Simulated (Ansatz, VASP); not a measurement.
**Two plane-wave programs on MgO**

INCAR

```
  ALGO = Normal
  EDIFF = 1E-6
  ENCUT = 520
  GGA = PE
  ISIF = 2
  ISMEAR = 0
  LASPH = True
  LCHARG = True
  LELF = True
  LREAL = False
  LVHAR = True
  LWAVE = False
  NBANDS = 16
  NELM = 100
  PREC = Accurate
  SIGMA = 0.05
```

Contents of KPOINTS:

```
k-points
0
Gamma
  9 9 6
```

Contents of POSCAR:

```
MgO
1.0
    3.5972624459      0.0000000000      0.0000000000
   -1.7986312230      3.1153206622      0.0000000000
    0.0000000000      0.0000000000      3.9972780299
Mg O
2 2
Direct
    0.6666666667      0.3333333333      0.7500000000
    0.3333333333      0.6666666667      0.2500000000
    0.6666666667      0.3333333333      0.2500000000
    0.3333333333      0.6666666667      0.7500000000
```

Input for Ansatz:

```yaml
crystal:
  lattice:
    - [3.5972624459, 0.0, 0.0]
    - [-1.798631223, 3.1153206622, 0.0]
    - [0.0, 0.0, 3.9972780299]
  atoms:
    - { symbol: Mg, position: [0.6666666667, 0.3333333333, 0.75] }
    - { symbol: Mg, position: [0.3333333333, 0.6666666667, 0.25] }
    - { symbol: O, position: [0.6666666667, 0.3333333333, 0.25] }
    - { symbol: O, position: [0.3333333333, 0.6666666667, 0.75] }
basis:
  ecutwfc: 520.0
kpoints:
  mp_grid: { grid: [9, 9, 6] }
hamiltonian:
  xc: pbe
  pseudopotentials: { kind: paw, azcp: { folder: soft_1 } }
scf:
  occupations: { method: gaussian, width: 0.05 }
output:
  forces: true
  stress: true
  eigenvalues: true
```

Alike in both runs: task single point; functional PBE; k mesh 9 × 9 × 6; occupations gaussian, width 0.05 eV; no spin polarisation.

```csv
,VASP,Ansatz
version,VASP 6.6.1,Ansatz 0.2.0
potentials or method,"VASP PAW PBE potentials, release 64 (Mg, O), cutoff 520 eV","scalar-relativistic, plane waves, PAW"
valence electrons in the cell,16,32
```

```tsv
	VASP	Ansatz	Ansatz less VASP
gap on the k mesh at the Fermi level (eV)	3.45	3.46	+0.019
least direct gap on the mesh (eV)	3.45	3.46	+0.019
pressure (GPa)	3.7	4.2	+0.56
traceless stress, the component that is largest in VASP (GPa)	10.69	10.71	+0.016
```

VASP's potentials hold 16 valence electrons a cell and Ansatz's 32, so a difference there can come from the potentials and not from the codes.
